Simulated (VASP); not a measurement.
# Zr2NbTe4 (F-43m) in VASP: relaxation of cell and atoms with PBE

Aim: the relaxation of cell and atoms of Zr2NbTe4 with PBE.

Program: VASP 6.6.1. These are calculated values, not measurements. Logs are shortened: lines on timing, memory, paths and dates and some standing lists are left out, and cuts for length are marked.

### Step 1. The cell of the first run

Symmetry: F-43m, No. 216, cubic system. Conventional cell: a = 9.164 Å, b = 9.164 Å, c = 9.164 Å, α = 90.00°, β = 90.00°, γ = 90.00°. Within 5.1 Å of Zr (site symmetry -43m) lie 12 Te at 3.86 Å and 4 Zr at 3.97 Å and 4 Nb at 3.97 Å. Zr (site symmetry -43m) has 12 Te at 3.76 Å and 4 Zr at 3.97 Å and 6 Nb at 4.58 Å within 4.9 Å. Nb (site symmetry -43m) has 4 Te at 2.25 Å within 3.0 Å. Within 3.0 Å of Te (site symmetry 3m) lie 1 Nb at 2.25 Å and 3 Te at 2.80 Å.

The cell was generated, and may not be a known phase.

### Step 2. Relaxation of cell and atoms, PBE

INCAR reads:

```
PREC = Accurate
ENCUT = 500
EDIFF = 1E-7
ISMEAR = 0
SIGMA = 0.2
LREAL = F
LASPH = T
NELM = 120
ALGO = Normal
ISIF = 3
LWAVE = F
LCHARG = F
GGA = PE
IBRION = 2
NSW = 36
EDIFFG = -0.08
GGA_COMPAT = F
NELMIN = 4
```

KPOINTS reads:

```
regular mesh
0
Gamma
  3 3 3
```

POSCAR reads:

```
Zr2NbTe4
1.0
    0.0000000000      4.5821926800      4.5821926800
    4.5821926800      0.0000000000      4.5821926800
    4.5821926800      4.5821926800      0.0000000000
Zr Nb Te
2 1 4
Direct
    0.2500000000      0.2500000000      0.2500000000
    0.0000000000      0.0000000000      0.0000000000
    0.5000000000      0.5000000000      0.5000000000
    0.6420231800      0.6420231800      0.6420231800
    0.6420231800      0.6420231800      0.0739304500
    0.6420231800      0.0739304500      0.6420231800
    0.0739304500      0.6420231800      0.6420231800
```

Potentials or basis: VASP PAW PBE potentials, release 64 (Zr_sv, Nb_sv, Te).

On the command line:

```
cat potpaw_PBE.64/Zr_sv/POTCAR potpaw_PBE.64/Nb_sv/POTCAR potpaw_PBE.64/Te/POTCAR > POTCAR
mpirun -np 1 vasp_std > vasp.out
```

OUTCAR:

```text
PREC = Accurate
   ENCUT = 500
   EDIFF = 1E-7
   ISMEAR = 0
   LREAL = F
   LASPH = T
   NELM = 120
   ISIF = 3
   GGA = PE
   IBRION = 2
   NSW = 36
   EDIFFG = -0.08
   NELMIN = 4

 ion  position               nearest neighbor table
   1  0.250  0.250  0.250-
   2  0.000  0.000  0.000-   5 3.76   6 3.76   5 3.76   7 3.76   6 3.76   7 3.76   4 3.76   4 3.76
                             4 3.76   5 3.76   6 3.76   7 3.76
   3  0.500  0.500  0.500-   4 2.25   5 2.25   6 2.25   7 2.25
   4  0.642  0.642  0.642-   3 2.25   5 2.80   6 2.80   7 2.80   5 3.68   6 3.68   7 3.68   2 3.76
                             2 3.76   2 3.76
   5  0.642  0.642  0.074-   3 2.25   4 2.80   6 2.80   7 2.80   4 3.68   6 3.68   7 3.68   2 3.76
                             2 3.76   2 3.76
   6  0.642  0.074  0.642-   3 2.25   4 2.80   5 2.80   7 2.80   4 3.68   5 3.68   7 3.68   2 3.76
                             2 3.76   2 3.76
   7  0.074  0.642  0.642-   3 2.25   4 2.80   5 2.80   6 2.80   5 3.68   6 3.68   4 3.68   2 3.76
                             2 3.76   2 3.76

  LATTYP: Found a face centered cubic cell.
 ALAT       =     9.1643853600

  Lattice vectors:

 A1 = (   0.0000000000,   4.5821926800,   4.5821926800)
 A2 = (   4.5821926800,   0.0000000000,   4.5821926800)
 A3 = (   4.5821926800,   4.5821926800,   0.0000000000)

Analysis of symmetry for initial positions (statically):
=====================================================================
 Subroutine PRICEL returns:
 Original cell was already a primitive cell.

 Routine SETGRP: Setting up the symmetry group for a
 face centered cubic supercell.

 Subroutine GETGRP returns: Found 24 space group operations
 (whereof 24 operations were pure point group operations)
 out of a pool of 48 trial point group operations.

The static configuration has the point symmetry T_d .

Analysis of symmetry for dynamics (positions and initial velocities):
=====================================================================
 Subroutine PRICEL returns:
 Original cell was already a primitive cell.

 Routine SETGRP: Setting up the symmetry group for a
 face centered cubic supercell.

 Subroutine GETGRP returns: Found 24 space group operations
 (whereof 24 operations were pure point group operations)
 out of a pool of 48 trial point group operations.

The dynamic configuration has the point symmetry T_d .

 Subroutine INISYM returns: Found 24 space group operations
 (whereof 24 operations are pure point group operations),
 and found     1 'primitive' translations

----------------------------------------------------------------------------------------

                                     Primitive cell

[... 87 lines left out ...]
   POTIM  = 0.5000    time-step for ionic-motion
   TEBEG  =    0.0;   TEEND  =   0.0 temperature during run
   PSTRESS=    0.0 pullay stress
   NELECT =      61.0000    total number of electrons
   NUPDOWN=      -1.0000    fix difference up-down
   EMIN   =  10.00;   EMAX   =-10.00  energy-range for DOS
   EFERMI =   0.00;   METHOD = LEGACY
   ISMEAR =     0;   SIGMA  =   0.20  broadening in eV -4-tet -1-fermi 0-gaus
   EFERMI_NEDOS =   21; number of points for ismear=-14 and -15
   IALGO  =     38    algorithm
   IMIX   =      4    mixing-type and parameters
     AMIX     =   0.40;   BMIX     =  1.00
     AMIX_MAG =   1.60;   BMIX_MAG =  1.00
  volume/ion in A,a.u.               =      27.49       185.50
  Fermi-wavevector in a.u.,A,eV,Ry     =   1.116267  2.109439 16.953568  1.246052
  Thomas-Fermi vector in A             =   2.252879
   LORBIT       =      0    0 simple, 1 ext, 2 COOP (PROOUT), +10 PAW based schemes
   GGA     = PE    functional components
   LHFCALC =     F    Hartree Fock is set to
   AEXX    =    0.0000 exact exchange contribution
   IVDW    =     0    specifies the selected vdW correction
   LEPSILON=     F    determine dielectric tensor
   LRPA    =     F    only Hartree local field effects (RPA)
 conjugate gradient relaxation of ions
 non-spin polarized calculation
 Gauss-broadening in eV      SIGMA  =   0.20
  energy-cutoff  :      500.00
  volume of cell :      192.42
 maximum number of plane-waves:      4909
   NGX = 23   NGY = 23   NGZ = 23

--------------------------------------- Ionic step        1  -------------------------------------------

 number of electron      61.0000002 magnetization

 Free energy of the ion-electron system (eV)
  ---------------------------------------------------
  ext. energy  EPLUGINS =         0.00000000
  ---------------------------------------------------
  free energy    TOTEN  =       -25.80393125 eV

  energy without entropy =      -25.56890234  energy(sigma->0) =      -25.68641680

 E-fermi :   8.3535     XC(G=0): -10.0385

 val. band max:        8.2521513641   @ k =   0.3333   0.3333   0.0000
 cond. band min:       8.3862387217   @ k =   0.3333   0.0000   0.0000
 fundamental gap:      0.1340873575
 Fermi energy:         8.3535431473

 k-point     1 :       0.0000    0.0000    0.0000
  band No.  band energies     occupation
      1     -45.9455      2.00000
      2     -41.9667      2.00000
      3     -41.8677      2.00000
      4     -22.5432      2.00000
      5     -22.5432      2.00000
      6     -22.5432      2.00000
[... 185 lines left out ...]
--------------------------------------- Ionic step        2  -------------------------------------------

 number of electron      60.9999993 magnetization

------------------------ aborting loop EDIFF was not reached (unconverged)  ----------------------------

  FORCE on cell =-STRESS in cart. coord.  units (eV):
  Direction    XX          YY          ZZ          XY          YZ          ZX
  --------------------------------------------------------------------------------------
  -------------------------------------------------------------------------------------
  Total      -11.7011279    -11.7011279    -11.7011279      0.0000000     -0.0000000      0.0000000
  in kB      -54.3860220    -54.3860220    -54.3860220      0.0000000     -0.0000000      0.0000000
  external PRESSURE =     -54.3860220 kB  Pullay stress =       0.0000000 kB
[... 233 lines left out ...]
--------------------------------------- Ionic step        8  -------------------------------------------

 number of electron      61.0000009 magnetization

 Free energy of the ion-electron system (eV)
  ---------------------------------------------------
  ext. energy  EPLUGINS =         0.00000000
  ---------------------------------------------------
  free energy    TOTEN  =       -30.57607450 eV

  energy without entropy =      -30.31097178  energy(sigma->0) =      -30.44352314

 E-fermi :   4.5795     XC(G=0):  -8.5724

 val. band max:        4.5536162488   @ k =  -0.3333   0.3333   0.0000
 cond. band min:       4.6158958332   @ k =  -0.3333   0.3333   0.0000
 fundamental gap:      0.0622795844
 Fermi energy:         4.5794533236

 k-point     1 :       0.0000    0.0000    0.0000
  band No.  band energies     occupation
      1     -50.2463      2.00000
      2     -46.2242      2.00000
      3     -46.1843      2.00000
      4     -26.4513      2.00000
      5     -26.4513      2.00000
      6     -26.4513      2.00000
[... 179 lines left out ...]
  FREE ENERGIE OF THE ION-ELECTRON SYSTEM (eV)
  ---------------------------------------------------
  free  energy   TOTEN  =       -30.5760745037 eV

  energy  without entropy=      -30.3109717825  energy(sigma->0) =      -30.44352314

 reached required accuracy - stopping structural energy minimisation
```

CONTCAR:

```text
Zr2NbTe4
   1.00000000000000
    -0.0000000000000000    5.1466499676766837    5.1466499676766837
     5.1466499676766837   -0.0000000000000000    5.1466499676766837
     5.1466499676766837    5.1466499676766837    0.0000000000000000
  Zr              Nb              Te
     2     1     4
Direct
     0.2500000000000000    0.2500000000000000    0.2500000000000000
     0.0000000000000000    0.0000000000000000    0.0000000000000000
     0.5000000000000000    0.5000000000000000    0.5000000000000000
     0.6415039897145861    0.6415039897145861    0.6415039897145861
     0.6415039897145861    0.6415039897145861    0.0754880208562478
     0.6415039897145861    0.0754880208562478    0.6415039897145861
     0.0754880208562478    0.6415039897145861    0.6415039897145861

  0.00000000E+00  0.00000000E+00  0.00000000E+00
  0.00000000E+00  0.00000000E+00  0.00000000E+00
  0.00000000E+00  0.00000000E+00  0.00000000E+00
  0.00000000E+00  0.00000000E+00  0.00000000E+00
  0.00000000E+00  0.00000000E+00  0.00000000E+00
  0.00000000E+00  0.00000000E+00  0.00000000E+00
  0.00000000E+00  0.00000000E+00  0.00000000E+00
```

Wall time 23 min (1 thread of Intel Xeon 8259CL, shared host); peak memory 0.33 GiB.

Results:

| Item | Value |
| --- | --- |
| Free energy | -30.5761 eV |
| Relaxed volume | 38.95 Å³/atom |
| Relaxed cell | a = 7.278 Å, b = 7.278 Å, c = 7.278 Å, α = 60.00°, β = 60.00°, γ = 60.00° |
| Space group after relaxing (to 0.1 Å) | F-43m (No. 216) |
| Energy gained by relaxing | 681.7 meV/atom |
| Ionic steps | 8 |
| Pressure after relaxing | 0.0 GPa |
| Largest force after relaxing | 0.015 eV/Å |
| Band gap on the k mesh | zero (an odd number of electrons rules out a gap without spin polarisation) |

Forces on the atoms (eV/Å):
```
Zr   0.000  0.000  0.000
Zr   0.000  0.000  0.000
Nb   0.000  0.000  0.000
Te   0.009  0.009  0.009
Te  -0.009 -0.009  0.009
Te  -0.009  0.009 -0.009
Te   0.009 -0.009 -0.009
```

Step by step:
| step | energy change (eV) | largest force (eV/Å) | pressure (GPa) | volume (Å³) |
| --- | --- | --- | --- | --- |
| 1 | 0.0000 | 3.4251 | 25.92 | 192.42 |
| 2 | -1.2693 | 3.4322 | -5.44 | 344.71 |
| 3 | -4.1547 | 2.7690 | 1.34 | 255.67 |
| 4 | -4.1589 | 2.7226 | 1.59 | 254.28 |
| 5 | -4.7567 | 0.2207 | -0.79 | 278.17 |
| 6 | -4.7571 | 0.2794 | -0.75 | 277.38 |
| 7 | -4.7685 | 0.1667 | 0.36 | 270.39 |
| 8 | -4.7721 | 0.0154 | -0.01 | 272.65 |

Final structure:
```yaml
crystal:
  lattice:
    - [0.00000, 5.14665, 5.14665]
    - [5.14665, 0.00000, 5.14665]
    - [5.14665, 5.14665, 0.00000]
  atoms:
    - { symbol: Zr, position: [0.25000, 0.25000, 0.25000] }
    - { symbol: Zr, position: [0.00000, 0.00000, 0.00000] }
    - { symbol: Nb, position: [0.50000, 0.50000, 0.50000] }
    - { symbol: Te, position: [0.64150, 0.64150, 0.64150] }
    - { symbol: Te, position: [0.64150, 0.64150, 0.07549] }
    - { symbol: Te, position: [0.64150, 0.07549, 0.64150] }
    - { symbol: Te, position: [0.07549, 0.64150, 0.64150] }
```

Caveat: the k points lie up to 0.35 Å⁻¹ apart in the final cell, too coarse for converged energies and pressures of a metal; the volume moved by over 15 % at a fixed basis, so the end points are rough; spin-orbit coupling is left out, which moves the levels of the heavy elements.

The gap in the log of VASP goes by the Fermi energy; the results here count the filled bands.